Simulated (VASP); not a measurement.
# CuO (Cccm) in VASP: notebook

The runs below take CuO through single point, with PBEsol.

All numbers are computed with VASP 6.6.1; they aren't measurements. Logs are shortened: lines on timing, memory, paths and dates and some standing lists are left out, and cuts for length are marked.

### 1 The cell of the first run

The structure is orthorhombic, space group Cccm (No. 66). The conventional cell has a = 3.982 Å, b = 4.307 Å, c = 5.156 Å, α = 90.00°, β = 90.00°, γ = 90.00°. Within 2.6 Å of Cu (site symmetry 2/m) lie 4 O at 1.95 Å. O (site symmetry 222) has 4 Cu at 1.95 Å and 2 O at 2.58 Å within 2.6 Å.

### 2 Single point, PBEsol

INCAR

```
ALGO = Normal
EDIFF = 1E-6
ENCUT = 520
GGA = PS
ISIF = 2
ISMEAR = 0
LASPH = True
LCHARG = True
LELF = True
LREAL = False
LVHAR = True
LWAVE = False
NBANDS = 25
NELM = 60
PREC = Accurate
SIGMA = 0.1
```

KPOINTS

```
k-points
0
Gamma
  16 16 10
```

POSCAR

```
CuO
1.0
    1.9909680000     -2.1535500000      0.0000000000
    1.9909680000      2.1535500000      0.0000000000
    0.0000000000      0.0000000000      5.1559280000
Cu O
2 2
Direct
    0.0000000000      0.5000000000      0.0000000000
    0.5000000000      0.0000000000      0.5000000000
    0.5000000000      0.5000000000      0.2500000000
    0.5000000000      0.5000000000      0.7500000000
```

Potentials or basis: VASP PAW PBE potentials, release 64 (Cu, O).

The run is started by

```console
$ cat potpaw_PBE.64/Cu/POTCAR potpaw_PBE.64/O/POTCAR > POTCAR
$ mpirun -np 1 vasp_std > vasp.out
```

OUTCAR:

```text
EDIFF = 1E-6
   ENCUT = 520
   GGA = PS
   ISIF = 2
   ISMEAR = 0
   LASPH = True
   LREAL = False
   NELM = 60
   PREC = Accurate

 ion  position               nearest neighbor table
   1  0.000  0.500  0.000-   3 1.95   4 1.95   3 1.95   4 1.95
   2  0.500  0.000  0.500-   3 1.95   4 1.95   3 1.95   4 1.95
   3  0.500  0.500  0.250-   1 1.95   2 1.95   2 1.95   1 1.95
   4  0.500  0.500  0.750-   1 1.95   2 1.95   2 1.95   1 1.95

  LATTYP: Found a base centered orthorhombic cell.
 ALAT       =     3.9819360000
 B/A-ratio  =     1.0816597755
 C/A-ratio  =     1.2948294498

  Lattice vectors:

 A1 = (   1.9909680000,  -2.1535500000,   0.0000000000)
 A2 = (   1.9909680000,   2.1535500000,   0.0000000000)
 A3 = (   0.0000000000,   0.0000000000,   5.1559280000)

Analysis of symmetry for initial positions (statically):
=====================================================================
 Subroutine PRICEL returns:
 Original cell was already a primitive cell.

 Routine SETGRP: Setting up the symmetry group for a
 base centered orthorhombic supercell.

 Subroutine GETGRP returns: Found  8 space group operations
 (whereof  4 operations were pure point group operations)
 out of a pool of  8 trial point group operations.

The static configuration has the point symmetry C_2h.
 The point group associated with its full space group is D_2h.

Analysis of symmetry for dynamics (positions and initial velocities):
=====================================================================
 Subroutine PRICEL returns:
 Original cell was already a primitive cell.

 Routine SETGRP: Setting up the symmetry group for a
 base centered orthorhombic supercell.

 Subroutine GETGRP returns: Found  8 space group operations
 (whereof  4 operations were pure point group operations)
 out of a pool of  8 trial point group operations.

The dynamic configuration has the point symmetry C_2h.
 The point group associated with its full space group is D_2h.

 Subroutine INISYM returns: Found  8 space group operations
 (whereof  4 operations are pure point group operations),
 and found     1 'primitive' translations

----------------------------------------------------------------------------------------

                                     Primitive cell

  volume of cell :      44.2136

  direct lattice vectors                    reciprocal lattice vectors
     1.990968000 -2.153550000  0.000000000     0.251134122 -0.232174781  0.000000000
     1.990968000  2.153550000  0.000000000     0.251134122  0.232174781  0.000000000
     0.000000000  0.000000000  5.155928000     0.000000000  0.000000000  0.193951506

  length of vectors
     2.932870809  2.932870809  5.155928000     0.342013854  0.342013854  0.193951506

  position of ions in fractional coordinates (direct lattice)
     0.000000000  0.500000000  0.000000000
     0.500000000  0.000000000  0.500000000
     0.500000000  0.500000000  0.250000000
     0.500000000  0.500000000  0.750000000

  ion indices of the primitive-cell ions
   primitive index   ion index
                 1           1
                 2           2
                 3           3
                 4           4

----------------------------------------------------------------------------------------

 KPOINTS: k-points

Automatic generation of k-mesh.
 Grid dimensions read from file:
 generate k-points for:   16   16   10

 Generating k-lattice:

  Cartesian coordinates                     Fractional coordinates (reciprocal lattice)
     0.015695883 -0.014510924  0.000000000     0.062500000  0.000000000  0.000000000
     0.015695883  0.014510924  0.000000000     0.000000000  0.062500000  0.000000000
     0.000000000  0.000000000  0.019395151     0.000000000  0.000000000  0.100000000

  Length of vectors
     0.021375866  0.021375866  0.019395151

  Shift w.r.t. Gamma in fractional coordinates (k-lattice)
     0.000000000  0.000000000  0.000000000

 Subroutine IBZKPT returns following result:
 ===========================================

 Found    438 irreducible k-points:

 Following reciprocal coordinates:
            Coordinates               Weight
  0.000000  0.000000  0.000000      1.000000
  0.062500 -0.000000  0.000000      4.000000
  0.125000 -0.000000  0.000000      4.000000
  0.187500  0.000000  0.000000      4.000000
  0.250000 -0.000000  0.000000      4.000000
  0.312500  0.000000  0.000000      4.000000
[... 16 lines left out ...]
 -0.125000  0.062500  0.000000      4.000000
 -0.062500  0.062500  0.000000      2.000000
 [... further k-points ...]
   k-points           NKPTS =    438   k-points in BZ     NKDIM =    438   number of bands    NBANDS=     25
   number of dos      NEDOS =    301   number of ions     NIONS =      4
   total plane-waves  NPLWV =  23040
   dimension x,y,z NGX =    24 NGY =   24 NGZ =   40
   dimension x,y,z NGXF=    48 NGYF=   48 NGZF=   80
   ions per type =               2   2
   NGX,Y,Z   is equivalent  to a cutoff of  13.60, 13.60, 12.90 a.u.
   NGXF,Y,Z  is equivalent  to a cutoff of  27.21, 27.21, 25.79 a.u.
 SYSTEM =  unknown system
   PREC   = accura    normal or accurate (medium, high low for compatibility)
   ISTART =      0    job   : 0-new  1-cont  2-samecut
   ICHARG =      2    charge: 1-file 2-atom 10-const
   ISPIN  =      1    spin polarized calculation?
   LNONCOLLINEAR =      F non collinear calculations
   LSORBIT =      F    spin-orbit coupling
   LASPH  =      T    aspherical Exc in radial PAW
   ENCUT  =  520.0 eV  38.22 Ry    6.18 a.u.   5.45  5.45  9.59*2*pi/ulx,y,z
   NELM   =     60;   NELMIN=  2; NELMDL= -5     # of ELM steps
   EDIFF  = 0.1E-05   stopping-criterion for ELM
   LREAL  =      F    real-space projection
   EDIFFG = 0.1E-04   stopping-criterion for IOM
   NSW    =      0    number of steps for IOM
   IBRION =     -1    ionic relax: 0-MD 1-quasi-New 2-CG
   NFREE  =      0    steps in history (QN), initial steepest desc. (CG)
   ISIF   =      2    stress and relaxation
   ISYM   =      2    0-nonsym 1-usesym 2-fastsym
   POTIM  = 0.5000    time-step for ionic-motion
   TEBEG  =    0.0;   TEEND  =   0.0 temperature during run
   PSTRESS=    0.0 pullay stress
   NELECT =      34.0000    total number of electrons
   NUPDOWN=      -1.0000    fix difference up-down
   EMIN   =  10.00;   EMAX   =-10.00  energy-range for DOS
   EFERMI =   0.00;   METHOD = LEGACY
   ISMEAR =     0;   SIGMA  =   0.10  broadening in eV -4-tet -1-fermi 0-gaus
   EFERMI_NEDOS =   21; number of points for ismear=-14 and -15
   IALGO  =     38    algorithm
   IMIX   =      4    mixing-type and parameters
     AMIX     =   0.40;   BMIX     =  1.00
     AMIX_MAG =   1.60;   BMIX_MAG =  1.00
  volume/ion in A,a.u.               =      11.05        74.59
  Fermi-wavevector in a.u.,A,eV,Ry     =   1.499854  2.834314 30.607167  2.249563
  Thomas-Fermi vector in A             =   2.611430
   LORBIT       =      0    0 simple, 1 ext, 2 COOP (PROOUT), +10 PAW based schemes
   GGA     = PS    functional components
   LHFCALC =     F    Hartree Fock is set to
   AEXX    =    0.0000 exact exchange contribution
   IVDW    =     0    specifies the selected vdW correction
   LEPSILON=     F    determine dielectric tensor
   LRPA    =     F    only Hartree local field effects (RPA)
 non-spin polarized calculation
 Gauss-broadening in eV      SIGMA  =   0.10
  energy-cutoff  :      520.00
  volume of cell :       44.21
 maximum number of plane-waves:      1212
 NGX is ok and might be reduce to    24
   NGX = 11   NGY = 11   NGZ = 19

 number of electron      33.9999999 magnetization

 Free energy of the ion-electron system (eV)
  ---------------------------------------------------
  ext. energy  EPLUGINS =         0.00000000
  ---------------------------------------------------
  free energy    TOTEN  =       -21.45616401 eV

  energy without entropy =      -21.44522578  energy(sigma->0) =      -21.45069489

 E-fermi :   4.7429     XC(G=0): -11.6083

 val. band max:        4.7398357406   @ k =  -0.3125   0.0625   0.1000
 cond. band min:       4.7516752406   @ k =   0.5000   0.2500   0.4000
 fundamental gap:      0.0118395000
 Fermi energy:         4.7428806480

 k-point     1 :       0.0000    0.0000    0.0000
  band No.  band energies     occupation
      1     -14.9828      2.00000
      2     -13.6531      2.00000
      3      -3.4230      2.00000
      4      -0.7658      2.00000
      5      -0.6030      2.00000
      6       1.0189      2.00000
[... 17 lines left out ...]
     24      19.2501      0.00000
     25      19.4645      0.00000

 k-point     2 :       0.0625   -0.0000    0.0000
  band No.  band energies     occupation
      1     -14.9615      2.00000
      2     -13.6467      2.00000
      3      -3.3862      2.00000
      4      -0.7720      2.00000
      5      -0.6084      2.00000
      6       0.7622      2.00000
[... 17 lines left out ...]
     24      19.2601      0.00000
     25      19.4906      0.00000

 k-point     3 :       0.1250   -0.0000    0.0000
  band No.  band energies     occupation
      1     -14.9000      2.00000
      2     -13.6277      2.00000
      3      -3.2795      2.00000
      4      -0.7999      2.00000
      5      -0.6075      2.00000
      6       0.2185      2.00000
[... 17 lines left out ...]
     24      19.4782      0.00000
     25      19.5151      0.00000

 k-point     4 :       0.1875    0.0000    0.0000
  band No.  band energies     occupation
      1     -14.8057      2.00000
      2     -13.5991      2.00000
      3      -3.1145      2.00000
      4      -0.8497      2.00000
      5      -0.5815      2.00000
      6      -0.4091      2.00000
[... 17 lines left out ...]
     24      19.4495      0.00000
     25      19.7170      0.00000
[... 477 lines left out ...]
 k-point    22 :      -0.1875    0.0625    0.0000
  band No.  band energies     occupation
      1     -14.7892      2.00000
      2     -13.5954      2.00000
      3      -3.0832      2.00000
      4      -0.8178      2.00000
      5      -0.6011      2.00000
      6      -0.3739      2.00000
[... 17 lines left out ...]
     24      18.8876      0.00000
     25      19.6398      0.00000

 k-point    23 :      -0.1250    0.0625    0.0000
  band No.  band energies     occupation
      1     -14.8821      2.00000
      2     -13.6232      2.00000
      3      -3.2469      2.00000
      4      -0.7745      2.00000
      5      -0.6277      2.00000
      6       0.2504      2.00000
[... 17 lines left out ...]
     24      18.6462      0.00000
     25      19.6693      0.00000

 k-point    24 :      -0.0625    0.0625    0.0000
  band No.  band energies     occupation
      1     -14.9419      2.00000
      2     -13.6410      2.00000
      3      -3.3516      2.00000
      4      -0.7628      2.00000
      5      -0.6207      2.00000
      6       0.7299      2.00000
[... 17 lines left out ...]
     24      19.0426      0.00000
     25      19.4479      0.00000

 [... further k-points ...]

------------------------ aborting loop because EDIFF is reached ----------------------------------------

  FORCE on cell =-STRESS in cart. coord.  units (eV):
  Direction    XX          YY          ZZ          XY          YZ          ZX
  --------------------------------------------------------------------------------------
  -------------------------------------------------------------------------------------
  Total       -1.1174140     -1.5166117     -1.8395727     -0.0000000      0.0000000      0.0000000
  in kB      -40.4919435    -54.9577449    -66.6609454     -0.0000000      0.0000000      0.0000000
  external PRESSURE =     -54.0368779 kB  Pullay stress =       0.0000000 kB

 VOLUME and BASIS-vectors are now :
 -----------------------------------------------------------------------------
  energy-cutoff  :      520.00
  volume of cell :       44.21
      direct lattice vectors                 reciprocal lattice vectors
     1.990968000 -2.153550000  0.000000000     0.251134122 -0.232174781  0.000000000
     1.990968000  2.153550000  0.000000000     0.251134122  0.232174781  0.000000000
     0.000000000  0.000000000  5.155928000     0.000000000  0.000000000  0.193951506

 POSITION                                       TOTAL-FORCE (eV/Angst)
 -----------------------------------------------------------------------------------
      0.99548      1.07678      0.00000        -0.000000     -0.000000      0.000000
      0.99548     -1.07678      2.57796         0.000000     -0.000000      0.000000
      1.99097      0.00000      1.28898        -0.000000      0.000000     -0.000000
      1.99097      0.00000      3.86695        -0.000000      0.000000      0.000000
 -----------------------------------------------------------------------------------
    total drift:                                0.000000     -0.000000     -0.000000

  FREE ENERGIE OF THE ION-ELECTRON SYSTEM (eV)
  ---------------------------------------------------
  free  energy   TOTEN  =       -21.4561640062 eV

  energy  without entropy=      -21.4452257816  energy(sigma->0) =      -21.45069489
```

Wall time 2.3 min (1 thread of Intel Xeon 6975P-C (Granite Rapids), shared host); peak memory 0.48 GiB.

Results:

- Free energy: -21.4562 eV
- Pressure: -5.4 GPa
- Band gap on the k mesh: zero (band 17 reaches 5.32 eV, above the bottom of band 18 at 4.22 eV)

Caveat: the PAW data sets were made with another functional, which shifts forces and pressure a little; semilocal functionals often make such compounds metallic where correlation or magnetic order opens a gap, which also shifts bond lengths. With open d or f shells a metallic result of PBEsol can be an artefact of self-interaction; +U or a hybrid may open a gap.

[end of part 1 of 2]
